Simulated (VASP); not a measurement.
**Be: single point with PBE**

Crystal: Be.

```
Be
1.0
     6.97989    0.00000    0.00000
    -3.48995    6.04476    0.00000
     0.00000    0.00000    7.29166
Be
36
Cartesian
  0.1927 0.1901 -0.1947
  0.0655 1.6473 1.8606
  -0.0417 0.0136 3.5836
  -0.0032 1.5111 5.6054
  -1.1680 1.6168 0.0319
  -1.4752 3.2798 1.6781
  -1.0844 2.1424 3.4804
  -1.1879 3.5770 5.4549
  -2.4375 4.3688 -0.1944
  -2.3792 5.4746 1.5583
  -2.2207 4.2488 3.4448
  -2.4026 5.4682 5.1499
  2.3974 0.2292 -0.0832
  2.4343 1.7248 1.8731
  2.2274 0.1197 3.5387
  2.2653 1.6818 5.7513
  1.2242 1.9231 0.1278
  1.2443 3.3922 1.7292
  0.9882 1.9621 3.5001
  1.1504 3.3620 5.3309
  -0.0630 4.0191 -0.1996
  0.2273 5.4609 1.7935
  0.1095 4.0881 3.4993
  -0.0236 5.4154 5.2539
  4.4982 -0.1210 -0.0116
  4.7099 1.3895 2.0354
  4.8270 0.0133 3.8378
  4.6177 1.3335 5.7442
  3.7941 1.8458 0.2847
  3.5298 3.7565 1.8353
  3.5533 2.1486 3.6367
  3.5757 3.5357 5.5457
  2.5084 3.8681 0.1837
  2.3296 5.5151 1.8337
  2.3944 3.8062 3.6498
  2.2284 5.6360 5.5534
```

- Program: VASP 6.6.1
- Task: single point
- Functional: PBE
- Potentials or basis: VASP PAW PBE potentials, release 64 (Be)
- Cutoff: 520 eV
- k mesh: 2 × 2 × 2
- Occupations: fermi-dirac, width 0.17 eV
- Spin: no spin polarisation

```yaml
Pressure: -1.6 GPa
Largest_force: 2.657 eV/Å
Band_gap_on_the_k_mesh: zero (bands 36 and 37 overlap by 0.65 eV)
```

Forces in eV/Å, atoms in the order of the input:
```
Be  -0.024 -1.108  0.774
Be  -0.793 -1.326 -1.277
Be   0.185  0.361 -0.557
Be   0.209  0.247 -1.410
Be   0.430  1.134  1.001
Be   1.325  0.568 -0.567
Be  -0.397  0.172  1.608
Be  -0.210 -0.896 -0.891
Be   1.121 -0.715  0.600
Be   0.794  0.544  0.922
Be  -0.161 -0.644  0.615
Be   0.456  0.129  1.661
Be  -0.091 -1.445  0.422
Be  -0.218 -0.897  0.360
Be   0.792  0.252 -0.381
Be   0.983 -0.440 -1.711
Be  -0.514  1.437 -0.088
Be  -0.547  1.055  0.429
Be   1.768  0.913  1.760
Be  -0.398  0.803  0.553
Be   0.333  0.243  1.239
Be  -1.484 -0.048  0.199
Be  -0.442 -0.097  0.023
Be   0.050  0.204  1.162
Be   0.961  0.039  0.091
Be   0.026 -0.967 -0.569
Be  -1.007  0.599 -1.743
Be  -0.665  0.337 -1.787
Be  -1.480  1.650 -0.852
Be  -0.352 -1.484  0.550
Be   0.428 -0.436  0.887
Be  -0.558 -0.756 -0.915
Be  -1.223  0.471 -1.940
Be   0.032 -0.128 -0.392
Be  -0.610  1.392  0.007
Be   1.279 -1.164  0.219
```

Stress tensor (GPa, compression positive):
```
 1.97 -1.74  0.61
-1.74 -4.90  0.05
 0.61  0.05 -1.81
```

Levels at points of the mesh, in eV from the Fermi level:
```csv
k point,band 34,band 35,band 36,band 37,band 38,band 39
"(0.00, 0.00, 0.00)",-0.29,-0.17,-0.06,0.15,0.40,0.43
"(0.50, 0.00, 0.00)",-0.57,-0.31,0.20,0.89,1.08,1.30
"(0.00, 0.50, 0.00)",-0.77,-0.34,-0.24,0.73,0.86,0.91
"(0.50, 0.50, 0.00)",-0.52,-0.37,0.09,0.83,1.16,1.41
"(0.00, 0.00, 0.50)",-1.14,-0.99,-0.88,-0.46,-0.16,-0.11
"(0.50, 0.00, 0.50)",-1.07,-0.89,-0.60,0.85,1.27,1.45
"(0.00, 0.50, 0.50)",-1.18,-1.08,-0.93,1.01,1.41,1.74
"(0.50, 0.50, 0.50)",-1.09,-0.99,-0.92,1.05,1.33,1.39
```

Run time: 6.6 min on 1 thread of Intel Xeon 8259CL, with other jobs on the host, peak memory 0.39 GiB.

Caveat: the k points lie up to 0.52 Å⁻¹ apart, too coarse for converged energies and pressures of a metal; the atoms stand as in a frame of molecular dynamics; forces of over 1 eV/Å act on the atoms, so gaps and moduli don't describe the material at rest.
